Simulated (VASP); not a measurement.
Input of a VASP 6.6.1 run:

File INCAR:

```
PREC     = Accurate       # precision mode
ENCUT    = 520            # plane-wave cutoff, eV
EDIFF    = 1E-6           # SCF threshold, eV
ISMEAR   = -1             # smearing method
SIGMA    = 0.03           # smearing width, eV
LREAL    = False          # projectors in reciprocal space
LASPH    = True           # aspherical terms in the spheres
NELM     = 60             # most SCF steps
ALGO     = Normal         # electronic algorithm
ISIF     = 2              # what is computed and relaxed
LWAVE    = False          # write WAVECAR
LCHARG   = False          # write CHGCAR
GGA      = PE             # functional
NBANDS   = 17             # bands
```

The input KPOINTS:

```
Automatic mesh
0
Gamma
  10 10 10
```

File POSCAR:

```
TePb
1.0
    0.0000000000      3.2799110434      3.2799110434
    3.2799110434      0.0000000000      3.2799110434
    3.2799110434      3.2799110434      0.0000000000
Te Pb
1 1
Direct
    0.5000000000      0.5000000000      0.5000000000
    0.0000000000      0.0000000000      0.0000000000
```

Potentials or basis: VASP PAW PBE potentials, release 64 (Te, Pb_d).

The run is started by

```bash
$ cat potpaw_PBE.64/Te/POTCAR potpaw_PBE.64/Pb_d/POTCAR > POTCAR
$ mpirun -np 1 vasp_std > vasp.out
```

Question: What does it give for the band gap on the k mesh?

Answer: 0.82 eV, direct.

Question: Estimate the pressure.

Answer: 0.1 GPa.

Caveat: spin-orbit coupling is left out, which moves the levels of the heavy elements. A k mesh can miss the band edges.
